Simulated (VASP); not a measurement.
# Si2Mo (C2) in VASP: notebook

Runs on Si2Mo. Level: PBEsol. Tasks: single point.

Everything below comes from runs of VASP 6.6.1. Logs are shortened: lines on timing, memory, paths and dates and some standing lists are left out, and cuts for length are marked.

**1. The cell of the first run**

Symmetry: C2, No. 5, monoclinic system. The conventional cell has a = 4.574 Å, b = 7.923 Å, c = 13.141 Å, α = 90.00°, β = 91.99°, γ = 90.00°. Within 3.4 Å of Si (site symmetry 1) lie 9 Si at 2.55 to 3.19 Å and 5 Mo at 2.56 to 2.66 Å. Si (site symmetry 1) has 9 Si at 2.55 to 3.48 Å and 5 Mo at 2.56 to 2.66 Å within 3.5 Å. Within 3.4 Å of Si (site symmetry 1) lie 9 Si at 2.55 to 3.19 Å and 5 Mo at 2.56 to 2.66 Å. Within 3.4 Å of Si (site symmetry 1) lie 9 Si at 2.55 to 3.19 Å and 5 Mo at 2.56 to 2.66 Å. Si (site symmetry 1) has 8 Si at 2.55 to 3.19 Å and 5 Mo at 2.56 to 2.66 Å within 3.4 Å. Si (site symmetry 1) has 9 Si at 2.55 to 3.19 Å and 5 Mo at 2.56 to 2.66 Å within 3.4 Å. Mo (site symmetry 1) has 10 Si at 2.56 to 2.66 Å and 4 Mo at 2.85 to 3.51 Å within 3.6 Å. Within 3.4 Å of Mo (site symmetry 1) lie 10 Si at 2.56 to 2.66 Å and 4 Mo at 3.17 Å.

**2. Single point, PBEsol (the part above a cut slid along it)**

File INCAR:

```
ALGO = Normal ; EDIFF = 1E-6
ENCUT = 520 ; GGA = PS
ISIF = 2 ; ISMEAR = 0
LASPH = True ; LCHARG = True
LELF = True ; LREAL = Auto
LVHAR = True ; LWAVE = False
NBANDS = 81 ; NELM = 100
PREC = Accurate ; SIGMA = 0.15
```

File KPOINTS:

```
k-points
0
Gamma
  10 10 3
```

File POSCAR:

```
Si2Mo
1.0
   -4.5744403910      0.0000000000      0.0000000000
   -2.2872201955     -3.9615815867      0.0000000000
   -0.2287220195     -0.3961581587     13.1331144996
Si Mo
12 6
Direct
    0.6716638696      0.1391663985      0.2500166667
    0.6716638696      0.0891663985      0.7500166667
    0.8358319348      0.7441636015      0.9166833333
    0.8358319348      0.7941636015      0.4166833333
    0.8358319348      0.3200011304      0.0833500000
    0.8358319348      0.2700011304      0.5833500000
    0.3283361304      0.8108302681      0.2500166667
    0.3283361304      0.7608302681      0.7500166667
    0.1641680652      0.0724997319      0.9166833333
    0.1641680652      0.1224997319      0.4166833333
    0.1641680652      0.6633288696      0.0833500000
    0.1641680652      0.6133288696      0.5833500000
    0.5000000000      0.9916650000      0.0833500000
    0.5000000000      0.9416650000      0.5833500000
    0.5000000000      0.4083316667      0.9166833333
    0.5000000000      0.4583316667      0.4166833333
    0.0000000000      0.4749983333      0.2500166667
    0.0000000000      0.4249983333      0.7500166667
```

Potentials or basis: VASP PAW PBE potentials, release 64 (Si, Mo_sv).

Command:

```
> cat potpaw_PBE.64/Si/POTCAR potpaw_PBE.64/Mo_sv/POTCAR > POTCAR
> mpirun -np 1 vasp_std > vasp.out
```

OUTCAR:

```text
EDIFF = 1E-6
   ENCUT = 520
   GGA = PS
   ISIF = 2
   ISMEAR = 0
   LASPH = True
   LREAL = Auto
   NELM = 100
   PREC = Accurate

 ion  position               nearest neighbor table
   1  0.672  0.139  0.250-   4 2.55   5 2.55  16 2.56  13 2.56   7 2.60  17 2.63  17 2.63  17 2.66
                             7 2.66   7 2.66  10 3.14  11 3.14
   2  0.672  0.089  0.750-   3 2.55   6 2.55  15 2.56  14 2.56   8 2.60  18 2.63  18 2.63  18 2.66
                             8 2.66   8 2.66   9 3.14  12 3.14
   3  0.836  0.744  0.917-   2 2.55  18 2.56  11 2.59  13 2.60   9 2.60  15 2.63  15 2.63  15 2.66
                             9 2.66   9 2.66   5 2.88   8 3.14
   4  0.836  0.794  0.417-   1 2.55  12 2.55  17 2.56  14 2.56  10 2.60  16 2.63  16 2.63  16 2.66
                            10 2.66  10 2.66   7 3.14   6 3.14
   5  0.836  0.320  0.083-   1 2.55  17 2.56   9 2.59  15 2.60  11 2.60  13 2.63  13 2.63  13 2.66
                            11 2.66  11 2.66   3 2.88   7 3.14
   6  0.836  0.270  0.583-  10 2.55   2 2.55  18 2.56  16 2.56  12 2.60  14 2.63  14 2.63  14 2.66
                            12 2.66  12 2.66   4 3.14   8 3.14
   7  0.328  0.811  0.250-  10 2.55  11 2.55  16 2.56  13 2.56   1 2.60  17 2.63  17 2.63  17 2.66
                             1 2.66   1 2.66   4 3.14   5 3.14
   8  0.328  0.761  0.750-   9 2.55  12 2.55  15 2.56  14 2.56   2 2.60  18 2.63  18 2.63  18 2.66
                             2 2.66   2 2.66   3 3.14   6 3.14
   9  0.164  0.072  0.917-   8 2.55  18 2.56   5 2.59   3 2.60  13 2.61  15 2.63  15 2.63  15 2.66
                             3 2.66   3 2.66  11 2.83   2 3.14
  10  0.164  0.122  0.417-   7 2.55   6 2.55  17 2.56  14 2.56   4 2.60  16 2.63  16 2.63  16 2.66
                             4 2.66   4 2.66   1 3.14  12 3.14
  11  0.164  0.663  0.083-   7 2.55  17 2.56   3 2.59   5 2.60  15 2.61  13 2.63  13 2.63  13 2.66
                             5 2.66   5 2.66   9 2.83   1 3.14
  12  0.164  0.613  0.583-   8 2.55   4 2.55  16 2.56  18 2.56   6 2.60  14 2.63  14 2.63  14 2.66
                             6 2.66   6 2.66   2 3.14  10 3.14
  13  0.500  0.992  0.083-   1 2.56   7 2.56   3 2.60   9 2.61  11 2.63   5 2.63  11 2.63   5 2.63
                             5 2.66  11 2.66  15 2.85  17 3.17  17 3.17
  14  0.500  0.942  0.583-   2 2.56  10 2.56   4 2.56   8 2.56   6 2.63  12 2.63  12 2.63   6 2.63
                            12 2.66   6 2.66  16 3.17  18 3.17  18 3.17  16 3.17
  15  0.500  0.408  0.917-   8 2.56   2 2.56   5 2.60  11 2.61   9 2.63   3 2.63   9 2.63   3 2.63
                             9 2.66   3 2.66  13 2.85  18 3.17  18 3.17
  16  0.500  0.458  0.417-   7 2.56   1 2.56   6 2.56  12 2.56   4 2.63  10 2.63  10 2.63   4 2.63
                            10 2.66   4 2.66  17 3.17  17 3.17  14 3.17  14 3.17
  17  0.000  0.475  0.250-  10 2.56   4 2.56   5 2.56  11 2.56   1 2.63   7 2.63   7 2.63   1 2.63
                             1 2.66   7 2.66  16 3.17  16 3.17  13 3.17  13 3.17
  18  0.000  0.425  0.750-   9 2.56   3 2.56   6 2.56  12 2.56   2 2.63   8 2.63   8 2.63   2 2.63
                             2 2.66   8 2.66  15 3.17  15 3.17  14 3.17  14 3.17

  LATTYP: Found a base centered monoclinic cell.
 ALAT       =     4.5744403910
 B/A-ratio  =     1.7320508076
 C/A-ratio  =     2.8727183343
 COS(beta)  =    -0.0348102349

  Lattice vectors:
[... 185 lines left out ...]
     AMIX_MAG =   1.60;   BMIX_MAG =  1.00
  volume/ion in A,a.u.               =      13.22        89.23
  Fermi-wavevector in a.u.,A,eV,Ry     =   1.345059  2.541793 24.615443  1.809184
  Thomas-Fermi vector in A             =   2.473003
   LORBIT       =      0    0 simple, 1 ext, 2 COOP (PROOUT), +10 PAW based schemes
   GGA     = PS    functional components
   LHFCALC =     F    Hartree Fock is set to
   AEXX    =    0.0000 exact exchange contribution
   IVDW    =     0    specifies the selected vdW correction
   LEPSILON=     F    determine dielectric tensor
   LRPA    =     F    only Hartree local field effects (RPA)
 non-spin polarized calculation
 Gauss-broadening in eV      SIGMA  =   0.15
  energy-cutoff  :      520.00
  volume of cell :      238.00
 maximum number of plane-waves:      6457
 NGX is ok and might be reduce to    36
   NGX = 17   NGY = 17   NGZ = 49

 number of electron     131.9999999 magnetization

 Free energy of the ion-electron system (eV)
  ---------------------------------------------------
  ext. energy  EPLUGINS =         0.00000000
  ---------------------------------------------------
  free energy    TOTEN  =      -149.29015351 eV

  energy without entropy =     -149.27276441  energy(sigma->0) =     -149.28145896

 E-fermi :  12.8083     XC(G=0): -12.5765

 val. band max:       12.7825458889   @ k =   0.4000   0.0000  -0.0000
 cond. band min:      12.8245707496   @ k =   0.5000   0.0000   0.3333
 fundamental gap:      0.0420248607
 Fermi energy:        12.8083468597

 k-point     1 :       0.0000    0.0000    0.0000
  band No.  band energies     occupation
      1     -48.1137      2.00000
      2     -48.0989      2.00000
      3     -48.0885      2.00000
      4     -48.0782      2.00000
      5     -48.0661      2.00000
      6     -48.0313      2.00000
[... 1933 lines left out ...]
     77      15.0174      0.00000
     78      15.2874      0.00000

 [... further k-points ...]

 [bands above 78 left out]

------------------------ aborting loop because EDIFF is reached ----------------------------------------

  FORCE on cell =-STRESS in cart. coord.  units (eV):
  Direction    XX          YY          ZZ          XY          YZ          ZX
  --------------------------------------------------------------------------------------
  -------------------------------------------------------------------------------------
  Total        0.6099735      0.3613102      2.0260109     -0.2153487      5.2930298      3.0559323
  in kB        4.1062679      2.4322966     13.6388592     -1.4497016     35.6320338     20.5721649
  external PRESSURE =       6.7258079 kB  Pullay stress =       0.0000000 kB

 VOLUME and BASIS-vectors are now :
 -----------------------------------------------------------------------------
  energy-cutoff  :      520.00
  volume of cell :      238.00
      direct lattice vectors                 reciprocal lattice vectors
    -4.574440391  0.000000000  0.000000000    -0.218605975  0.126212218  0.000000000
    -2.287220196 -3.961581587  0.000000000     0.000000000 -0.252424437 -0.007614340
    -0.228722020 -0.396158159 13.133114500     0.000000000  0.000000000  0.076143401

 POSITION                                       TOTAL-FORCE (eV/Angst)
 -----------------------------------------------------------------------------------
     -3.44797     -0.65037      3.28350         0.049309     -0.013339     -0.046591
     -3.44797     -0.65037      9.85005         0.036206     -0.036034      0.046591
     -5.73520     -3.31122     12.03891        -0.130767     -0.224157      0.014095
     -5.73520     -3.31122      5.47235        -0.009436      0.000519     -0.005337
     -4.57444     -1.30073      1.09465         0.128742      0.225326     -0.014095
     -4.57444     -1.30073      7.66120        -0.005167      0.007913      0.005337
[... 10 lines left out ...]
     -1.14361     -1.98079      3.28350         0.081148      0.013898      0.079656
     -1.14361     -1.98079      9.85005         0.028538     -0.077225     -0.079656
 -----------------------------------------------------------------------------------
    total drift:                               -0.003123      0.001805     -0.000005

  FREE ENERGIE OF THE ION-ELECTRON SYSTEM (eV)
  ---------------------------------------------------
  free  energy   TOTEN  =      -149.2901535063 eV

  energy  without entropy=     -149.2727644064  energy(sigma->0) =     -149.28145896
```

OSZICAR:

```text
N       E                     dE             d eps       ncg     rms          rms(c)
DAV:   1     0.115667333231E+04    0.11567E+04   -0.72568E+04 14700   0.157E+03
DAV:   2    -0.922308623087E+02   -0.12489E+04   -0.12150E+04 15987   0.423E+02
DAV:   3    -0.153244100251E+03   -0.61013E+02   -0.59701E+02 17648   0.827E+01
DAV:   4    -0.154629447960E+03   -0.13853E+01   -0.13716E+01 17112   0.113E+01
DAV:   5    -0.154656543166E+03   -0.27095E-01   -0.27005E-01 17007   0.158E+00    0.563E+01
DAV:   6    -0.150264941201E+03    0.43916E+01   -0.37948E+01 16331   0.202E+01    0.127E+01
DAV:   7    -0.149595085657E+03    0.66986E+00   -0.76581E+00 15954   0.854E+00    0.122E+01
DAV:   8    -0.149293077700E+03    0.30201E+00   -0.11272E+00 16239   0.409E+00    0.989E-01
DAV:   9    -0.149294062767E+03   -0.98507E-03   -0.94423E-02 17656   0.134E+00    0.624E-01
DAV:  10    -0.149291027896E+03    0.30349E-02   -0.19001E-02 17136   0.775E-01    0.424E-01
DAV:  11    -0.149290465454E+03    0.56244E-03   -0.79172E-03 16616   0.425E-01    0.205E-01
DAV:  12    -0.149290198342E+03    0.26711E-03   -0.11626E-03 16232   0.140E-01    0.102E-01
DAV:  13    -0.149290162077E+03    0.36264E-04   -0.33946E-04 16864   0.821E-02    0.319E-02
DAV:  14    -0.149290157823E+03    0.42541E-05   -0.47589E-05 17472   0.427E-02    0.145E-02
DAV:  15    -0.149290153825E+03    0.39979E-05   -0.10999E-05 14928   0.183E-02    0.597E-03
DAV:  16    -0.149290153506E+03    0.31895E-06   -0.26609E-06 12344   0.555E-03
   1 F= -.14929015E+03 E0= -.14928146E+03  d E =-.173891E-01
```

Run time: 47 min. Hardware: 1 thread of Intel Xeon Platinum 8488C (Sapphire Rapids), shared host; peak memory 1 GiB.

Results:

* Free energy: -149.2902 eV
* Pressure: 0.7 GPa
* Largest force: 2.210 eV/Å
* Band gap on the k mesh: zero (filled and empty bands touch)

Forces in eV/Å, atoms in the order of the input:
```
Si   0.049 -0.013 -0.047
Si   0.036 -0.036  0.047
Si  -0.131 -0.224  0.014
Si  -0.009  0.001 -0.005
Si   0.129  0.225 -0.014
Si  -0.005  0.008  0.005
Si  -0.023 -0.006 -0.087
Si  -0.006  0.023  0.087
Si  -0.263 -0.340 -0.008
Si   0.010  0.004 -0.017
Si   0.163  0.398  0.008
Si   0.001 -0.010  0.017
Mo   1.020  1.763  0.858
Mo  -0.034  0.014 -0.040
Mo  -1.017 -1.765 -0.858
Mo  -0.029  0.023  0.040
Mo   0.081  0.014  0.080
Mo   0.029 -0.077 -0.080
```

Levels at points of the mesh, in eV from the Fermi level:
```csv
k point,band 62,band 63,band 64,band 65,band 66,band 67,band 68,band 69,band 70,band 71
"(0.00, 0.00, 0.00)",-1.99,-1.96,-0.70,-0.62,-0.46,1.51,1.59,2.05,2.36,2.41
"(0.50, 0.00, 0.00)",-1.47,-1.05,-0.72,-0.50,-0.18,0.20,0.55,0.95,0.98,1.27
"(0.00, 0.50, 0.00)",-1.36,-1.12,-0.95,-0.47,-0.03,0.19,0.47,0.87,1.04,1.13
```

Caveat: the cell differs from its parent crystal (the part above a cut slid along it); the PAW data sets were made with another functional, which shifts forces and pressure a little.

**3. Single point, PBEsol (the part above a cut slid along it)**

File INCAR:

```
SYSTEM = Si2Mo
ALGO = Fast
EDIFF = 1E-6
ENCUT = 520
GGA = PS
ISIF = 2
ISMEAR = 0
LASPH = .True.
LCHARG = .True.
LELF = .True.
LREAL = Auto
LVHAR = .True.
LWAVE = .False.
NBANDS = 81
NELM = 60
PREC = Accurate
SIGMA = 0.15
```

File KPOINTS:

```
k-points
0
Gamma
  10 10 3
  0 0 0
```

File POSCAR:

```
Si2Mo
1.0
   -4.5744403910      0.0000000000      0.0000000000
   -2.2872201955     -3.9615815867      0.0000000000
   -0.6861660586     -1.1884744760     13.1331144996
Si Mo
12 6
Direct
    0.6716638696      0.0891630652      0.2500166667
    0.6716638696     -0.0608369348      0.7500166667
    0.8358319348      0.5608269348      0.9166833333
    0.8358319348      0.7108269348      0.4166833333
    0.8358319348      0.3033311304      0.0833500000
    0.8358319348      0.1533311304      0.5833500000
    0.3283361304      0.7608269348      0.2500166667
    0.3283361304      0.6108269348      0.7500166667
    0.1641680652     -0.1108369348      0.9166833333
    0.1641680652      0.0391630652      0.4166833333
    0.1641680652      0.6466588696      0.0833500000
    0.1641680652      0.4966588696      0.5833500000
    0.5000000000      0.9749950000      0.0833500000
    0.5000000000      0.8249950000      0.5833500000
    0.5000000000      0.2249950000      0.9166833333
    0.5000000000      0.3749950000      0.4166833333
    0.0000000000      0.4249950000      0.2500166667
    0.0000000000      0.2749950000      0.7500166667
```

Potentials or basis: VASP PAW PBE potentials, release 64 (Si, Mo_sv).

Command:

```
> cat potpaw_PBE.64/Si/POTCAR potpaw_PBE.64/Mo_sv/POTCAR > POTCAR
> mpirun -np 1 vasp_std > vasp.out
```

It took 80 min on 1 thread of Oxide Virtual Turin-like, shared host; peak memory 0.99 GiB.

Results (log left out):

```yaml
Free_energy: -146.8636 eV
Pressure: 3.8 GPa
Largest_force: 3.631 eV/Å
Band_gap_on_the_k_mesh: zero (bands 66 and 67 overlap by 0.29 eV)
```

Forces in eV/Å, atoms in the order of the input:
```
Si  -0.115 -0.075  0.073
Si   0.008  0.137 -0.073
Si   0.396 -0.225 -0.004
Si  -0.011 -0.047 -0.040
Si   0.392 -0.230  0.004
Si   0.035  0.034  0.040
Si  -0.022  0.049  0.002
Si  -0.053 -0.006 -0.002
Si  -0.532 -0.127 -0.498
Si   0.005  0.033 -0.057
Si  -0.156  0.524  0.498
Si  -0.026 -0.021  0.057
Mo   0.716  0.941  3.433
Mo   0.035  0.036 -0.121
Mo  -0.457 -1.090 -3.433
Mo  -0.014 -0.048  0.121
Mo  -0.048  0.149  0.365
Mo  -0.153 -0.033 -0.365
```

Stress tensor (GPa, compression positive):
```
1.03 1.01 0.89
1.01 2.19 1.54
0.89 1.54 8.24
```

Levels at points of the mesh, in eV from the Fermi level:
```tsv
k point	band 63	band 64	band 65	band 66	band 67	band 68	band 69	band 70
(0.00, 0.00, 0.00)	-1.03	-0.97	-0.31	-0.07	0.56	0.82	2.31	2.53
(0.50, 0.00, 0.00)	-1.00	-0.89	-0.26	0.12	0.41	0.71	0.81	1.05
(0.00, 0.50, 0.00)	-0.80	-0.64	-0.09	-0.04	0.38	0.41	0.89	1.09
```

Caveat: the cell differs from its parent crystal (the part above a cut slid along it); the stress differs along the axes, from 1 to 8 GPa; the PAW data sets were made with another functional, which shifts forces and pressure a little.

The gap in the log of VASP goes by the Fermi energy; the results here count the filled bands.